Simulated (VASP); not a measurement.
# TaN (P-62m) in VASP: settings compared, part 2 of 2

VASP 6.6.1. The steps go on from the part before.

## Step 3: Relaxation of cell and atoms, PBEsol

Contents of INCAR:

```
ALGO = Normal
EDIFF = 1E-7
EDIFFG = -0.01
ENCUT = 600
GGA = PS
IBRION = 2
ISIF = 3
ISMEAR = -1
LASPH = T
LCHARG = F
LREAL = F
LWAVE = F
NELM = 100
NSW = 60
PREC = Accurate
SIGMA = 0.05
```

Contents of KPOINTS:

```
k-points
0
Gamma
  6 6 9
```

Contents of POSCAR:

```
TaN
1.0
    5.1960000000      0.0000000000      0.0000000000
   -2.5980000000      4.4998679981      0.0000000000
    0.0000000000      0.0000000000      2.9110000000
Ta N
3 3
Direct
    0.0000000000      0.0000000000      0.0000000000
    0.6666666667      0.3333333333      0.5000000000
    0.3333333333      0.6666666667      0.5000000000
    0.0000000000      0.3928500000      0.0000000000
    0.6071500000      0.6071500000      0.0000000000
    0.3928500000      0.0000000000      0.0000000000
```

Potentials or basis: VASP PAW PBE potentials, release 64 (Ta_pv, N).

Run with:

```console
$ cat potpaw_PBE.64/Ta_pv/POTCAR potpaw_PBE.64/N/POTCAR > POTCAR
$ mpirun -np 1 vasp_std > vasp.out
```

OUTCAR:

```text
EDIFF = 1E-7
   EDIFFG = -0.01
   ENCUT = 600
   GGA = PS
   IBRION = 2
   ISIF = 3
   ISMEAR = -1
   LASPH = T
   LREAL = F
   NELM = 100
   NSW = 60
   PREC = Accurate

 ion  position               nearest neighbor table
   1  0.000  0.000  0.000-   6 2.04   5 2.04   4 2.04   3 3.33   2 3.33   2 3.33   3 3.33   2 3.33
                             2 3.33   3 3.33   3 3.33   2 3.33   2 3.33   3 3.33   3 3.33
   2  0.667  0.333  0.500-   4 2.16   4 2.16   6 2.16   6 2.16   5 2.16   5 2.16   3 3.00   3 3.00
                             3 3.00   1 3.33   1 3.33   1 3.33   1 3.33   1 3.33   1 3.33
   3  0.333  0.667  0.500-   6 2.16   6 2.16   4 2.16   4 2.16   5 2.16   5 2.16   2 3.00   2 3.00
                             2 3.00   1 3.33   1 3.33   1 3.33   1 3.33   1 3.33   1 3.33
   4  0.000  0.393  0.000-   1 2.04   2 2.16   2 2.16   3 2.16   3 2.16
   5  0.607  0.607  0.000-   1 2.04   3 2.16   3 2.16   2 2.16   2 2.16
   6  0.393  0.000  0.000-   1 2.04   3 2.16   3 2.16   2 2.16   2 2.16

  LATTYP: Found a hexagonal cell.
 ALAT       =     5.1960000000
 C/A-ratio  =     0.5602386451

  Lattice vectors:

 A1 = (   5.1960000000,   0.0000000000,   0.0000000000)
 A2 = (  -2.5980000000,   4.4998679981,   0.0000000000)
 A3 = (   0.0000000000,   0.0000000000,   2.9110000000)

Analysis of symmetry for initial positions (statically):
=====================================================================
 Subroutine PRICEL returns:
 Original cell was already a primitive cell.

 Routine SETGRP: Setting up the symmetry group for a
 hexagonal supercell.

 Subroutine GETGRP returns: Found 12 space group operations
 (whereof 12 operations were pure point group operations)
 out of a pool of 24 trial point group operations.

The static configuration has the point symmetry D_3h.

Analysis of symmetry for dynamics (positions and initial velocities):
=====================================================================
 Subroutine PRICEL returns:
 Original cell was already a primitive cell.

 Routine SETGRP: Setting up the symmetry group for a
 hexagonal supercell.

 Subroutine GETGRP returns: Found 12 space group operations
 (whereof 12 operations were pure point group operations)
 out of a pool of 24 trial point group operations.

[... 134 lines left out ...]
   LHFCALC =     F    Hartree Fock is set to
   AEXX    =    0.0000 exact exchange contribution
   IVDW    =     0    specifies the selected vdW correction
   LEPSILON=     F    determine dielectric tensor
   LRPA    =     F    only Hartree local field effects (RPA)
 conjugate gradient relaxation of ions
 non-spin polarized calculation
  energy-cutoff  :      600.00
  volume of cell :       68.06
 maximum number of plane-waves:      2304
 NGX is ok and might be reduce to    42
   NGX = 21   NGY = 21   NGZ = 11

--------------------------------------- Ionic step        1  -------------------------------------------

 number of electron      48.0000003 magnetization

 Free energy of the ion-electron system (eV)
  ---------------------------------------------------
  ext. energy  EPLUGINS =         0.00000000
  ---------------------------------------------------
  free energy    TOTEN  =       -71.44317478 eV

  energy without entropy =      -71.43649889  energy(sigma->0) =      -71.43983684

------------------------ aborting loop because EDIFF is reached ----------------------------------------

  FORCE on cell =-STRESS in cart. coord.  units (eV):
  Direction    XX          YY          ZZ          XY          YZ          ZX
  --------------------------------------------------------------------------------------
  -------------------------------------------------------------------------------------
  Total       -1.0311233     -1.0311233     -1.8067330      0.0000000     -0.0000000      0.0000000
  in kB      -24.2722503    -24.2722503    -42.5298093      0.0000000     -0.0000000      0.0000000
  external PRESSURE =     -30.3581033 kB  Pullay stress =       0.0000000 kB
[... 187 lines left out ...]
--------------------------------------- Ionic step        6  -------------------------------------------

 number of electron      48.0000001 magnetization

 Free energy of the ion-electron system (eV)
  ---------------------------------------------------
  ext. energy  EPLUGINS =         0.00000000
  ---------------------------------------------------
  free energy    TOTEN  =       -71.45013329 eV

  energy without entropy =      -71.44341904  energy(sigma->0) =      -71.44677616

 E-fermi :   8.2609     XC(G=0): -13.2109

 val. band max:        8.2426394487   @ k =   0.0000   0.0000   0.2222
 cond. band min:       8.2609846306   @ k =   0.1667   0.0000   0.2222
 fundamental gap:      0.0183451819
 Fermi energy:         8.2609116607

 k-point     1 :       0.0000    0.0000    0.0000
  band No.  band energies     occupation
      1     -27.8976      2.00000
      2     -27.8976      2.00000
      3     -27.5364      2.00000
      4     -27.5364      2.00000
      5     -27.3458      2.00000
      6     -27.2345      2.00000
[... 733 lines left out ...]
     27      10.4583      0.00000
     28      10.6058      0.00000

 [... further k-points ...]
[... 5 lines left out ...]
  --------------------------------------------------------------------------------------
  -------------------------------------------------------------------------------------
  Total        0.0116930      0.0116930      0.0323424      0.0000000      0.0000000     -0.0000000
  in kB        0.2778340      0.2778340      0.7684773      0.0000000      0.0000000     -0.0000000
  external PRESSURE =       0.4413818 kB  Pullay stress =       0.0000000 kB
[... 21 lines left out ...]
  FREE ENERGIE OF THE ION-ELECTRON SYSTEM (eV)
  ---------------------------------------------------
  free  energy   TOTEN  =       -71.4501332878 eV

  energy  without entropy=      -71.4434190410  energy(sigma->0) =      -71.44677616

 reached required accuracy - stopping structural energy minimisation
```

CONTCAR:

```text
TaN
   1.00000000000000
     5.1858755195894286    0.0000000000000000   -0.0000000000000000
    -2.5929377597947143    4.4910999408641157    0.0000000000000000
     0.0000000000000000    0.0000000000000000    2.8951874130450519
  Ta              N
     3     3
Direct
     0.0000000000000000    0.0000000000000000    0.0000000000000000
     0.6666666667000030    0.3333333332999970    0.5000000000000000
     0.3333333332999970    0.6666666667000030    0.5000000000000000
     0.0000000000000000    0.3931699228133345    0.0000000000000000
     0.6068300771866655    0.6068300771866655    0.0000000000000000
     0.3931699228133345    0.0000000000000000    0.0000000000000000

  0.00000000E+00  0.00000000E+00  0.00000000E+00
  0.00000000E+00  0.00000000E+00  0.00000000E+00
  0.00000000E+00  0.00000000E+00  0.00000000E+00
  0.00000000E+00  0.00000000E+00  0.00000000E+00
  0.00000000E+00  0.00000000E+00  0.00000000E+00
  0.00000000E+00  0.00000000E+00  0.00000000E+00
```

Run time: 4 min. Hardware: 1 thread of Intel Xeon Platinum 8259CL at 2.50GHz (Skylake/Cascade Lake), shared host; peak memory 0.25 GiB.

What came out:

| Property | Result |
| --- | --- |
| Free energy | -71.4501 eV |
| Relaxed volume | 11.24 Å³/atom |
| Relaxed cell | a = 5.186 Å, b = 5.186 Å, c = 2.895 Å, α = 90.00°, β = 90.00°, γ = 120.00° |
| Space group after relaxing (to 0.05 Å) | P-62m (No. 189) |
| Energy gained by relaxing | 1.2 meV/atom |
| Ionic steps | 6 |
| Pressure after relaxing | 0.0 GPa |
| Largest force after relaxing | 0.009 eV/Å |
| Band gap on the k mesh | zero (band 24 reaches 10.10 eV, above the bottom of band 25 at 6.91 eV) |

Forces on the atoms (eV/Å):
```
Ta   0.000  0.000  0.000
Ta   0.000  0.000  0.000
Ta   0.000  0.000  0.000
N   -0.005  0.008  0.000
N   -0.005 -0.008  0.000
N    0.009  0.000  0.000
```

The path:
| step | energy change (eV) | largest force (eV/Å) | pressure (GPa) | volume (Å³) |
| --- | --- | --- | --- | --- |
| 1 | 0.0000 | 0.0244 | -3.04 | 68.06 |
| 2 | 0.0292 | 0.0928 | 7.84 | 65.97 |
| 3 | -0.0067 | 0.0464 | 0.09 | 67.42 |
| 4 | -0.0067 | 0.0468 | 0.15 | 67.41 |
| 5 | -0.0069 | 0.0094 | -0.01 | 67.44 |
| 6 | -0.0070 | 0.0094 | 0.04 | 67.43 |

Final structure:
```cif
data_structure
_symmetry_space_group_name_H-M 'P 1'
_symmetry_Int_Tables_number 1
_cell_length_a 5.1859
_cell_length_b 5.1859
_cell_length_c 2.8952
_cell_angle_alpha 90.000
_cell_angle_beta 90.000
_cell_angle_gamma 120.000
_cell_volume 67.43
loop_
_atom_site_label
_atom_site_type_symbol
_atom_site_fract_x
_atom_site_fract_y
_atom_site_fract_z
_atom_site_occupancy
Ta1 Ta 0.00000 0.00000 0.00000 1
Ta2 Ta 0.66667 0.33333 0.50000 1
Ta3 Ta 0.33333 0.66667 0.50000 1
N1 N 0.00000 0.39317 0.00000 1
N2 N 0.60683 0.60683 0.00000 1
N3 N 0.39317 0.00000 0.00000 1
```

Levels at points of the mesh, in eV from the Fermi level:
| k point | band 21 | band 22 | band 23 | band 24 | band 25 | band 26 | band 27 | band 28 |
| --- | --- | --- | --- | --- | --- | --- | --- | --- |
| (0.00, 0.00, 0.00) | -4.25 | -3.30 | -1.95 | -0.92 | -0.92 | 0.61 | 0.61 | 1.83 |
| (0.50, 0.00, 0.00) | -3.92 | -3.88 | -2.86 | -2.66 | 1.26 | 1.84 | 1.94 | 2.47 |

Caveat: the PAW data sets were made with another functional, which shifts forces and pressure a little; spin-orbit coupling is left out, which moves the levels of the heavy elements.

## Step 4: Single point, PBE+D3(BJ)

This run uses another cell than the first one, of 11.29 Å³/atom, 0.995 times its volume.

Contents of INCAR:

```
PREC     = Accurate       # precision mode
ENCUT    = 520            # plane-wave cutoff, eV
EDIFF    = 1E-6           # SCF threshold, eV
ISMEAR   = -1             # smearing method
SIGMA    = 0.05           # smearing width, eV
LREAL    = F              # projectors in reciprocal space
LASPH    = T              # aspherical terms in the spheres
NELM     = 60             # most SCF steps
ALGO     = Normal         # electronic algorithm
ISIF     = 2              # what is computed and relaxed
LWAVE    = F              # write WAVECAR
LCHARG   = T              # write CHGCAR
GGA      = PE             # functional
IVDW     = 12             # dispersion correction
LELF     = T              # ELF
LVHAR    = T            
NBANDS   = 33             # bands
```

Contents of KPOINTS:

```
regular mesh
0
Gamma
  6 6 9
```

Contents of POSCAR:

```
TaN
1.0
    5.1892054879      0.0000000000      0.0000000000
   -2.5946027440      4.4939837780      0.0000000000
    0.0000000000      0.0000000000      2.9039766952
Ta N
3 3
Direct
    0.0000000000      0.0000000000      0.0000000000
    0.6666666667      0.3333333333      0.5000000000
    0.3333333333      0.6666666667      0.5000000000
    0.0000000000      0.3933812503      0.0000000000
    0.6066187497      0.6066187497      0.0000000000
    0.3933812503      0.0000000000      0.0000000000
```

Run with:

```console
$ cat potpaw_PBE.64/Ta_pv/POTCAR potpaw_PBE.64/N/POTCAR > POTCAR
$ mpirun -np 1 vasp_std > vasp.out
```

It took 1.7 min on 1 thread of Intel Xeon 6975P-C, shared host; peak memory 0.23 GiB.

It converged, with:

| Quantity | Value |
| --- | --- |
| Free energy | -70.1199 eV |
| Pressure | 0.7 GPa |
| Largest force | 0.006 eV/Å |
| Band gap on the k mesh | zero (band 24 reaches 10.15 eV, above the bottom of band 25 at 7.05 eV) |
| Dispersion energy per atom | -0.444 eV |

Forces on the atoms (eV/Å):
```
Ta   0.000  0.000  0.000
Ta   0.000  0.000  0.000
Ta   0.000  0.000  0.000
N   -0.003  0.006  0.000
N   -0.003 -0.006  0.000
N    0.006  0.000  0.000
```

Stress tensor (GPa, compression positive):
```
0.80 0.00 0.00
0.00 0.80 0.00
0.00 0.00 0.64
```

Levels at points of the mesh, in eV from the Fermi level:
```tsv
k point	band 21	band 22	band 23	band 24	band 25	band 26	band 27	band 28
(0.00, 0.00, 0.00)	-4.25	-3.32	-1.90	-0.90	-0.90	0.63	0.63	1.87
(0.50, 0.00, 0.00)	-3.90	-3.87	-2.83	-2.61	1.25	1.85	1.95	2.46
```

Caveat: spin-orbit coupling is left out, which moves the levels of the heavy elements; pairwise dispersion overbinds metals, which lowers pressure and volume.

## Step 5: Overview

| task | level | potentials or basis | cell | cutoff (eV) | gap on the mesh (eV) | pressure (GPa) | largest force (eV/Å) |
| --- | --- | --- | --- | --- | --- | --- | --- |
| single point | LDA | VASP PAW LDA potentials, release 64 (Ta_pv, N) | a = 5.196, b = 5.196, c = 2.911 Å, angles 90.0, 90.0, 120.0°, 6 atoms | 520 | none | -8.3 | 0.03 |
| relaxation of cell and atoms | PBEsol | VASP PAW PBE potentials, release 64 (Ta_pv, N) | relaxed from a = 5.196, b = 5.196, c = 2.911 Å, angles 90.0, 90.0, 120.0°, 6 atoms | 600 | none | 0.0 | 0.01 |
| single point | PBE+D3(BJ) | VASP PAW PBE potentials, release 64 (Ta_pv, N) | a = 5.189, b = 5.189, c = 2.904 Å, angles 90.0, 90.0, 120.0°, 6 atoms | 520 | none | 0.7 | 0.01 |

Alike in all rows: no spin polarisation; k mesh 6 × 6 × 9; smearing fermi-dirac 0.05 eV.

Caveats: spin-orbit coupling is left out, which moves the levels of the heavy elements; the PAW data sets were made with another functional, which shifts forces and pressure a little (some runs); pairwise dispersion overbinds metals, which lowers pressure and volume (some runs).

Absolute energies hang on the potentials; compare differences alone.
